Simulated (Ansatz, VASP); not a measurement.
One calculation of AlN, two programs

INCAR

```
  ALGO = Normal
  EDIFF = 1E-6
  ENCUT = 520
  GGA = PS
  ISIF = 2
  ISMEAR = 0
  LASPH = True
  LCHARG = False
  LREAL = False
  LWAVE = False
  NBANDS = 26
  NELM = 60
  PREC = Accurate
  SIGMA = 0.05
```

KPOINTS

```
k-points
0
Gamma
  8 8 3
```

The input POSCAR:

```
AlN
1.0
   -3.1135599822      0.0000000000      0.0000000000
   -1.5567799911     -2.6964220408      0.0000000000
   -0.1297316659     -0.2247018367     13.1667009506
Al N
4 4
Direct
    0.3333333333      0.2762769539      0.6846765534
    0.3333333333      0.3078170646      0.3061952243
    0.6666666667      0.6569204534      0.1169545598
    0.6666666667      0.6253803426      0.4954358889
    0.3333333333      0.3273094913      0.0722861048
    0.3333333333      0.2957693805      0.4507674338
    0.6666666667      0.6448727692      0.2615267693
    0.6666666667      0.6133326585      0.6400080984
```

Input for Ansatz:

```yaml
crystal:
  lattice:
    - [-3.1135599822, 0.0, 0.0]
    - [-1.5567799911, -2.6964220408, 0.0]
    - [-0.1297316659, -0.2247018367, 13.1667009506]
  atoms:
    - { symbol: Al, position: [0.3333333333, 0.2762769539, 0.6846765534] }
    - { symbol: Al, position: [0.3333333333, 0.3078170646, 0.3061952243] }
    - { symbol: Al, position: [0.6666666667, 0.6569204534, 0.1169545598] }
    - { symbol: Al, position: [0.6666666667, 0.6253803426, 0.4954358889] }
    - { symbol: "N", position: [0.3333333333, 0.3273094913, 0.0722861048] }
    - { symbol: "N", position: [0.3333333333, 0.2957693805, 0.4507674338] }
    - { symbol: "N", position: [0.6666666667, 0.6448727692, 0.2615267693] }
    - { symbol: "N", position: [0.6666666667, 0.6133326585, 0.6400080984] }
basis:
  ecutwfc: 520.0
kpoints:
  mp_grid: { grid: [8, 8, 3] }
hamiltonian:
  xc: pbesol
  pseudopotentials: { kind: paw, azcp: { folder: soft_1 } }
scf:
  occupations: { method: gaussian, width: 0.05 }
output:
  forces: true
  stress: true
  eigenvalues: true
```

Alike in both runs: task single point; functional PBEsol; k mesh 8 × 8 × 3; occupations gaussian, width 0.05 eV; no spin polarisation.

|  | VASP | Ansatz |
| --- | --- | --- |
| version | VASP 6.6.1 | Ansatz 0.2.0 |
| potentials or method | VASP PAW PBE potentials, release 64 (Al, N), cutoff 520 eV | scalar-relativistic, plane waves, PAW |
| valence electrons in the cell | 32 | 32 |

|  | VASP | Ansatz | Ansatz less VASP |
| --- | --- | --- | --- |
| gap on the k mesh at the Fermi level (eV) | none | none | - |
| pressure (GPa) | -1.2 | -1.2 | -0.01 |
| traceless stress, the component that is largest in VASP (GPa) | 0.89 | 0.99 | +0.102 |
| rms of the force components (eV/Å) | 0.779 | 0.781 | +0.0024 |

VASP's potentials were made for PBE, not for PBEsol, and Ansatz warns of the same on its side. Atom by atom the forces differ by 0.004 eV/Å (rms over components). A gap of «none» marks a metal or a gap that the smearing closes.
